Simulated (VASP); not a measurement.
BN (Qingsongite), 2 atoms in the cell. It takes space group F-43m (No. 216, cubic). The conventional cell has a = 3.316 Å, b = 3.316 Å, c = 3.316 Å, α = 90.00°, β = 90.00°, γ = 90.00°. B (site symmetry -43m) has 4 N at 1.44 Å within 1.9 Å. N (site symmetry -43m) has 4 B at 1.44 Å within 1.9 Å. 

```yaml
Program: VASP 6.6.1
Task: single point
Functional: PBE
Potentials_or_basis: VASP PAW PBE potentials, release 64 (B, N)
Cutoff: 600 eV
k_mesh: 10 × 10 × 10
Occupations: gaussian, width 0.1 eV
Spin: no spin polarisation
Dipole_correction: no
Further_INCAR_settings: ALGO = Normal; EDIFF = 1e-06; NBANDS = 11
```

Potentials or basis: VASP PAW PBE potentials, release 64 (B, N).

The run is started by

```console
$ cat potpaw_PBE.64/B/POTCAR potpaw_PBE.64/N/POTCAR > POTCAR
$ mpirun -np 1 vasp_std > vasp.out
```

Hardware: 1 thread of Intel Xeon 8259CL, on a shared host.

**Question.** Estimate the wall time of this run.

**Answer.** Run time: 8.9 s on 1 thread of Intel Xeon 8259CL, on a shared host, peak memory 0.12 GiB. Counts: scf iterations 12, k points 47.
